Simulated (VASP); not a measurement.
# Sc (I4/mmm) in VASP: notebook

Sc is run at these levels: PBEsol; tasks: single point.

All numbers are computed with VASP 6.6.1; they aren't measurements. Logs are shortened: lines on timing, memory, paths and dates and some standing lists are left out, and cuts for length are marked.

**1. The cell of the first run**

The structure is tetragonal, space group I4/mmm (No. 139). Conventional cell: a = 3.211 Å, b = 3.211 Å, c = 4.677 Å, α = 90.00°, β = 90.00°, γ = 90.00°. Within 4.2 Å of Sc (site symmetry 4/mmm) lie 12 Sc at 3.21 to 3.26 Å.

**2. Single point, PBEsol (strain +0.000 along x and y, +0.030 along z)**

Contents of INCAR:

```
SYSTEM = Sc
ALGO = Fast ; EDIFF = 1E-6
ENCUT = 520 ; GGA = PS
ISIF = 2 ; ISMEAR = 0
LASPH = .True. ; LCHARG = .True.
LELF = .True. ; LREAL = .False.
LVHAR = .True. ; LWAVE = .False.
NBANDS = 12 ; NELM = 100
PREC = Accurate ; SIGMA = 0.15
```

Contents of KPOINTS:

```
k-points
0
Gamma
  18 18 18
  0 0 0
```

Contents of POSCAR:

```
Sc
1.0
    0.0000000000      2.2705000000      2.3386150000
    2.2705000000      0.0000000000      2.3386150000
    2.2705000000      2.2705000000      0.0000000000
Sc
1
Direct
    0.0000000000      0.0000000000      0.0000000000
```

Potentials or basis: VASP PAW PBE potentials, release 64 (Sc_sv).

The run is started by

```sh
cat potpaw_PBE.64/Sc_sv/POTCAR > POTCAR
mpirun -np 1 vasp_std > vasp.out
```

OUTCAR:

```text
SYSTEM = Sc
   EDIFF = 1E-6
   ENCUT = 520
   GGA = PS
   ISIF = 2
   ISMEAR = 0
   LASPH = .True.
   LREAL = .False.
   NELM = 100
   PREC = Accurate

 ion  position               nearest neighbor table
   1  0.000  0.000  0.000-

  LATTYP: Found a body centered tetragonal cell.
 ALAT       =     3.2109718934
 C/A-ratio  =     1.4566399692

  Lattice vectors:

 A1 = (  -2.2705000000,   0.0000000000,   2.3386150000)
 A2 = (   2.2705000000,   0.0000000000,   2.3386150000)
 A3 = (   0.0000000000,   2.2705000000,  -2.3386150000)

Analysis of symmetry for initial positions (statically):
=====================================================================
 Subroutine PRICEL returns:
 Original cell was already a primitive cell.

 Routine SETGRP: Setting up the symmetry group for a
 body centered tetragonal supercell.

 Subroutine GETGRP returns: Found 16 space group operations
 (whereof 16 operations were pure point group operations)
 out of a pool of 16 trial point group operations.

The static configuration has the point symmetry D_4h.

Analysis of symmetry for dynamics (positions and initial velocities):
=====================================================================
 Subroutine PRICEL returns:
 Original cell was already a primitive cell.

 Routine SETGRP: Setting up the symmetry group for a
 body centered tetragonal supercell.

 Subroutine GETGRP returns: Found 16 space group operations
 (whereof 16 operations were pure point group operations)
 out of a pool of 16 trial point group operations.

The dynamic configuration has the point symmetry D_4h.

 Subroutine INISYM returns: Found 16 space group operations
 (whereof 16 operations are pure point group operations),
 and found     1 'primitive' translations

----------------------------------------------------------------------------------------

                                     Primitive cell

  volume of cell :      24.1119

  direct lattice vectors                    reciprocal lattice vectors
     0.000000000  2.270500000  2.338615000    -0.220215811  0.220215811  0.213801759
     2.270500000  0.000000000  2.338615000     0.220215811 -0.220215811  0.213801759
     2.270500000  2.270500000  0.000000000     0.220215811  0.220215811 -0.213801759

  length of vectors
     3.259492348  3.259492348  3.210971893     0.377758123  0.377758123  0.377758123

  position of ions in fractional coordinates (direct lattice)
     0.000000000  0.000000000  0.000000000

[... 83 lines left out ...]
   POTIM  = 0.5000    time-step for ionic-motion
   TEBEG  =    0.0;   TEEND  =   0.0 temperature during run
   PSTRESS=    0.0 pullay stress
   NELECT =      11.0000    total number of electrons
   NUPDOWN=      -1.0000    fix difference up-down
   EMIN   =  10.00;   EMAX   =-10.00  energy-range for DOS
   EFERMI =   0.00;   METHOD = LEGACY
   ISMEAR =     0;   SIGMA  =   0.15  broadening in eV -4-tet -1-fermi 0-gaus
   EFERMI_NEDOS =   21; number of points for ismear=-14 and -15
   IALGO  =     68    algorithm
   IMIX   =      4    mixing-type and parameters
     AMIX     =   0.40;   BMIX     =  1.00
     AMIX_MAG =   1.60;   BMIX_MAG =  1.00
  volume/ion in A,a.u.               =      24.11       162.72
  Fermi-wavevector in a.u.,A,eV,Ry     =   1.260265  2.381555 21.609690  1.588267
  Thomas-Fermi vector in A             =   2.393783
   LORBIT       =      0    0 simple, 1 ext, 2 COOP (PROOUT), +10 PAW based schemes
   GGA     = PS    functional components
   LHFCALC =     F    Hartree Fock is set to
   AEXX    =    0.0000 exact exchange contribution
   IVDW    =     0    specifies the selected vdW correction
   LEPSILON=     F    determine dielectric tensor
   LRPA    =     F    only Hartree local field effects (RPA)
 non-spin polarized calculation
 RMM-DIIS sequential band-by-band and
 Gauss-broadening in eV      SIGMA  =   0.15
  energy-cutoff  :      520.00
  volume of cell :       24.11
 maximum number of plane-waves:       662
   NGX = 13   NGY = 13   NGZ = 11

 number of electron      10.9999997 magnetization

 Free energy of the ion-electron system (eV)
  ---------------------------------------------------
  ext. energy  EPLUGINS =         0.00000000
  ---------------------------------------------------
  free energy    TOTEN  =        -6.56682645 eV

  energy without entropy =       -6.54518626  energy(sigma->0) =       -6.55600635

 E-fermi :   3.7647     XC(G=0): -10.0775

 val. band max:        3.7645399362   @ k =  -0.3333   0.1667   0.1111
 cond. band min:       3.7648094661   @ k =  -0.3889   0.0000   0.1667
 fundamental gap:      0.0002695299
 Fermi energy:         3.7647249889

 k-point     1 :       0.0000    0.0000    0.0000
  band No.  band energies     occupation
      1     -45.3997      2.00000
      2     -23.8895      2.00000
      3     -23.8895      2.00000
      4     -23.8887      2.00000
      5      -1.4762      2.00000
      6       5.2407      0.00000
      7       5.4406      0.00000
      8       5.4406      0.00000
      9       6.6726      0.00000
     10       6.9068      0.00000
     11      16.4202      0.00000
     12      19.5414      0.00000
[... 331 lines left out ...]
 k-point    24 :      -0.2222    0.0556    0.0000
  band No.  band energies     occupation
      1     -45.3667      2.00000
      2     -24.1029      2.00000
      3     -23.9320      2.00000
      4     -23.9077      2.00000
      5      -0.0168      2.00000
      6       4.5175      0.00000
      7       5.4551      0.00000
      8       5.7416      0.00000
      9       6.6499      0.00000
     10       6.9828      0.00000
     11      14.5726      0.00000
     12      16.9133      0.00000

 [... further k-points ...]

------------------------ aborting loop because EDIFF is reached ----------------------------------------

  FORCE on cell =-STRESS in cart. coord.  units (eV):
  Direction    XX          YY          ZZ          XY          YZ          ZX
  --------------------------------------------------------------------------------------
  -------------------------------------------------------------------------------------
  Total       -0.1287386     -0.1287386     -0.2661924      0.0000000      0.0000000      0.0000000
  in kB       -8.5543636     -8.5543636    -17.6878306      0.0000000      0.0000000      0.0000000
  external PRESSURE =     -11.5988526 kB  Pullay stress =       0.0000000 kB

 VOLUME and BASIS-vectors are now :
 -----------------------------------------------------------------------------
  energy-cutoff  :      520.00
  volume of cell :       24.11
      direct lattice vectors                 reciprocal lattice vectors
     0.000000000  2.270500000  2.338615000    -0.220215811  0.220215811  0.213801759
     2.270500000  0.000000000  2.338615000     0.220215811 -0.220215811  0.213801759
     2.270500000  2.270500000  0.000000000     0.220215811  0.220215811 -0.213801759

 POSITION                                       TOTAL-FORCE (eV/Angst)
 -----------------------------------------------------------------------------------
      0.00000      0.00000      0.00000         0.000000     -0.000000      0.000000
 -----------------------------------------------------------------------------------
    total drift:                                0.000000      0.000000      0.000000

  FREE ENERGIE OF THE ION-ELECTRON SYSTEM (eV)
  ---------------------------------------------------
  free  energy   TOTEN  =        -6.5668264479 eV

  energy  without entropy=       -6.5451862561  energy(sigma->0) =       -6.55600635
```

OSZICAR:

```text
N       E                     dE             d eps       ncg     rms          rms(c)
DAV:   1     0.741889395729E+02    0.74189E+02   -0.50847E+03 11552   0.896E+02
DAV:   2    -0.586355413754E+01   -0.80052E+02   -0.78469E+02 11520   0.285E+02
DAV:   3    -0.730056264863E+01   -0.14370E+01   -0.14051E+01 15220   0.501E+01
DAV:   4    -0.732405088496E+01   -0.23488E-01   -0.23466E-01 14568   0.515E+00
DAV:   5    -0.732440506363E+01   -0.35418E-03   -0.35417E-03 15412   0.596E-01    0.566E+00
RMM:   6    -0.663646662350E+01    0.68794E+00   -0.71124E-01 11964   0.110E+01    0.171E+00
RMM:   7    -0.657454085252E+01    0.61926E-01   -0.77637E-01 14837   0.732E+00    0.840E-01
RMM:   8    -0.656852462162E+01    0.60162E-02   -0.54145E-02 12490   0.337E+00    0.489E-01
RMM:   9    -0.656716106503E+01    0.13636E-02   -0.18309E-02 14765   0.118E+00    0.141E-01
RMM:  10    -0.656677566062E+01    0.38540E-03   -0.32813E-03 15390   0.592E-01    0.491E-02
RMM:  11    -0.656684381558E+01   -0.68155E-04   -0.84606E-04 14941   0.180E-01    0.364E-02
RMM:  12    -0.656682329860E+01    0.20517E-04   -0.12694E-04 13510   0.142E-01    0.472E-03
RMM:  13    -0.656682610970E+01   -0.28111E-05   -0.30313E-05 14178   0.519E-02    0.261E-03
RMM:  14    -0.656682644791E+01   -0.33821E-06   -0.55199E-06 12041   0.255E-02
   1 F= -.65668264E+01 E0= -.65560064E+01  d E =-.216402E-01
```

stdout:

```text
POSCAR found type information on POSCAR Sc
 POSCAR found :  1 types and       1 ions
 scaLAPACK will be used
 -----------------------------------------------------------------------------
|                                                                             |
|                                                                             |
|     You enforced a specific xc type in the INCAR file but a different       |
|     I HOPE YOU KNOW WHAT YOU ARE DOING!                                     |
|                                                                             |
 -----------------------------------------------------------------------------

 LDA part: xc-table for (Slater+PW92), standard interpolation
 POSCAR, INCAR and KPOINTS ok, starting setup
 FFT: planning ... GRIDC
 FFT: planning ... GRID_SOFT
 FFT: planning ... GRID
 WAVECAR not read
 entering main loop
```

Run time: 94 s. Hardware: 1 thread of Intel Xeon Platinum 8488C (Sapphire Rapids), shared host; peak memory 0.24 GiB.

Results:

```
Free energy : -6.5668 eV
Pressure    : -1.2 GPa
```

Levels at points of the mesh, in eV from the Fermi level:
```csv
k point,band 2,band 3,band 4,band 5,band 6,band 7,band 8,band 9
"(0.00, 0.00, 0.00)",-27.65,-27.65,-27.65,-5.24,1.48,1.68,1.68,2.91
"(0.50, 0.00, 0.00)",-28.09,-27.72,-27.70,-1.80,0.28,1.38,1.60,3.91
"(0.50, 0.50, 0.00)",-28.05,-27.79,-27.79,-1.60,-0.62,1.71,3.96,4.20
"(0.50, 0.00, 0.50)",-28.06,-27.83,-27.80,-1.56,-0.68,2.14,3.94,4.13
```

Caveat: the cell differs from its parent crystal (strain +0.000 along x and y, +0.030 along z); the PAW data sets were made with another functional, which shifts forces and pressure a little.

**3. Single point, PBEsol (strain +0.015 along x and y, +0.000 along z)**

Contents of INCAR:

```
SYSTEM = Sc
  PREC = Accurate
  ENCUT = 520
  EDIFF = 1E-7
  ISMEAR = 0
  SIGMA = 0.15
  LREAL = .False.
  LASPH = .True.
  NELM = 60
  ALGO = Fast
  ISIF = 2
  LWAVE = .False.
  LCHARG = .False.
  GGA = PS
  NBANDS = 12
```

Contents of KPOINTS:

```
Automatic mesh
0
Gamma
  18 18 18
  0 0 0
```

Contents of POSCAR:

```
Sc
1.0
    0.0000000000      2.3045575000      2.2705000000
    2.3045575000      0.0000000000      2.2705000000
    2.3045575000      2.3045575000      0.0000000000
Sc
1
Direct
    0.0000000000      0.0000000000      0.0000000000
```

Potentials or basis: VASP PAW PBE potentials, release 64 (Sc_sv).

The run is started by

```sh
cat potpaw_PBE.64/Sc_sv/POTCAR > POTCAR
mpirun -np 1 vasp_std > vasp.out
```

Wall time 89 s (1 thread of Intel Xeon Platinum 8488C (Sapphire Rapids), shared host); peak memory 0.24 GiB.

The run converged. Its results:

* Free energy: -6.5678 eV
* Pressure: -1.1 GPa

Stress tensor (GPa, compression positive):
```
-1.24  0.00  0.00
 0.00 -1.24  0.00
 0.00  0.00 -0.82
```

Levels at points of the mesh, in eV from the Fermi level:
```
           k point  band 3  band 4  band 5  band 6  band 7  band 8
(0.00, 0.00, 0.00)  -27.65  -27.65   -5.24    1.57    1.57    1.67
(0.50, 0.00, 0.00)  -27.72  -27.71   -1.80    0.28    1.44    1.55
(0.50, 0.50, 0.00)  -27.81  -27.81   -1.56   -0.68    2.14    3.95
(0.50, 0.00, 0.50)  -27.81  -27.80   -1.58   -0.65    1.92    3.95
```

Caveat: the cell differs from its parent crystal (strain +0.015 along x and y, +0.000 along z); the PAW data sets were made with another functional, which shifts forces and pressure a little.

**4. Single point, PBEsol (strain +0.030 along x and y, +0.000 along z)**

Contents of INCAR:

```
ALGO = Fast ; EDIFF = 1E-6
ENCUT = 520 ; GGA = PS
ISIF = 2 ; ISMEAR = 0
LASPH = True ; LCHARG = True
LELF = True ; LREAL = False
LVHAR = True ; LWAVE = False
NBANDS = 12 ; NELM = 60
PREC = Accurate ; SIGMA = 0.15
```

Contents of KPOINTS:

```
k-points
0
Gamma
  18 18 18
```

Contents of POSCAR:

```
Sc
1.0
    0.0000000000      2.3386150000      2.2705000000
    2.3386150000      0.0000000000      2.2705000000
    2.3386150000      2.3386150000      0.0000000000
Sc
1
Direct
    0.0000000000      0.0000000000      0.0000000000
```

The run is started by

```sh
cat potpaw_PBE.64/Sc_sv/POTCAR > POTCAR
mpirun -np 1 vasp_std > vasp.out
```

Wall time 59 s (1 thread of Intel Xeon 6975P-C (Granite Rapids), shared host); peak memory 0.25 GiB.

Results (log left out):

- Free energy: -6.5591 eV
- Pressure: -2.6 GPa

Stress tensor (GPa, compression positive):
```
-2.84  0.00  0.00
 0.00 -2.84  0.00
 0.00  0.00 -2.06
```

Levels at points of the mesh, in eV from the Fermi level:
| k point | band 2 | band 3 | band 4 | band 5 | band 6 | band 7 | band 8 | band 9 |
| --- | --- | --- | --- | --- | --- | --- | --- | --- |
| (0.00, 0.00, 0.00) | -27.75 | -27.75 | -27.75 | -5.18 | 1.51 | 1.51 | 1.69 | 2.82 |
| (0.50, 0.00, 0.00) | -28.14 | -27.81 | -27.79 | -1.77 | 0.23 | 1.35 | 1.57 | 3.78 |
| (0.50, 0.50, 0.00) | -28.12 | -27.90 | -27.90 | -1.48 | -0.66 | 2.18 | 3.81 | 4.06 |
| (0.50, 0.00, 0.50) | -28.12 | -27.90 | -27.87 | -1.53 | -0.60 | 1.75 | 3.81 | 3.98 |

Caveat: the cell differs from its parent crystal (strain +0.030 along x and y, +0.000 along z); the PAW data sets were made with another functional, which shifts forces and pressure a little.

(Part 1 of 2 ends here.)
